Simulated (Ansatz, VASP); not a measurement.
**CoO: VASP beside Ansatz**

INCAR

```
SYSTEM = CoO
  PREC = Accurate
  ENCUT = 520
  EDIFF = 1E-7
  ISMEAR = -1
  SIGMA = 0.05
  LREAL = .FALSE.
  LASPH = .TRUE.
  NELM = 150
  ALGO = Normal
  ISIF = 2
  LWAVE = .FALSE.
  LCHARG = .FALSE.
  ISPIN = 2
  MAGMOM = 2 0
  LORBIT = 11
  LMAXMIX = 4
  GGA = PE
  NBANDS = 18
```

The input KPOINTS:

```
regular mesh
0
G
  15 15 15
  0 0 0
```

File POSCAR:

```
CoO
1.0
    0.0319725000      2.1474862500      2.1474862500
    2.1474862500      0.0319725000      2.1474862500
    2.1474862500      2.1474862500      0.0319725000
Co O
1 1
Direct
    0.0000000000      0.0000000000      0.0000000000
    0.5000000000      0.5000000000      0.5000000000
```

Input for Ansatz:

```yaml
crystal:
  lattice:
    - [0.0319725, 2.14748625, 2.14748625]
    - [2.14748625, 0.0319725, 2.14748625]
    - [2.14748625, 2.14748625, 0.0319725]
  atoms:
    - { symbol: Co, position: [0.0, 0.0, 0.0], spin: 2.0 }
    - { symbol: O, position: [0.5, 0.5, 0.5] }
magnetization:
  spin_polarized: true
kpoints:
  mp_grid: { grid: [15, 15, 15] }
scf:
  occupations: { method: fermi_dirac, width: 0.05 }
hamiltonian:
  xc: pbe
  pseudopotentials: { kind: all_electron, lapw: { basis_error: 0.0005 } }
output:
  forces: true
  stress: true
  eigenvalues: true
```

Change from the starting cell: equal xy, yz and zx shear strains of +1.5 %.

Alike in both runs: task single point; functional PBE; k mesh 15 × 15 × 15; occupations fermi-dirac, width 0.05 eV; collinear spin.

```csv
,VASP,Ansatz
version,VASP 6.6.1,Ansatz 0.2.0
potentials or method,"VASP PAW PBE potentials, release 64 (Co, O), cutoff 520 eV","all-electron LAPW, scalar-relativistic"
```

```csv
,VASP,Ansatz,Ansatz less VASP
pressure (GPa),-2.3,-1.1,+1.21
"traceless stress, the component that is largest in VASP (GPa)",0.37,0.72,+0.351
net moment per atom (μB),1.45,1.47,+0.012
size of the moment on the site where the two differ most (μB),2.56,2.59,+0.034
```

Site moments also hang on the region over which each program counts them. Ansatz ran all-electron here, and VASP with PAW potentials.
